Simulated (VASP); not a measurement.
Crystal: Te2Mo.

```xyz
6
Lattice="3.4707 0.0000 0.0000 -1.7353 3.0057 0.0000 0.0000 0.0000 13.7847" Properties=species:S:1:pos:R:3 pbc="T T T"
Te    1.7353    1.0019    5.2244
Te    0.0000    2.0038   12.1168
Te    1.7353    1.0019    1.6680
Te    0.0000    2.0038    8.5603
Mo    1.7353    1.0019   10.3386
Mo    0.0000    2.0038    3.4462
```

Base run:

* Program: VASP 6.6.1
* Functional: PBE
* Potentials or basis: VASP PAW PBE potentials, release 64 (Te, Mo_sv)
* Cutoff: 520 eV
* k mesh: 9 × 9 × 2
* Occupations: fermi-dirac, width 0.05 eV
* Spin: no spin polarisation

Its results: band gap on the k mesh 0.75 eV, indirect (least direct gap 1.10 eV); pressure 7.7 GPa; largest force 0.796 eV/Å.

Q: The run is repeated on the same cell with these changes: functional from PBE to BLYP; dispersion from none to D3(BJ). What comes out?

A: Band gap on the k mesh 0.79 eV, indirect (least direct gap 1.10 eV); pressure 6.0 GPa; largest force 1.103 eV/Å.

Several settings changed at once, so the effect can't be laid on one alone.

Caveats: spin-orbit coupling is left out, which moves the levels of the heavy elements; this functional lacks dispersion, which binds the layers, so the pressure and a relaxed spacing across them are unreliable (some runs); the PAW data sets were made with another functional, which shifts forces and pressure a little (some runs).

A k mesh can miss the band edges.
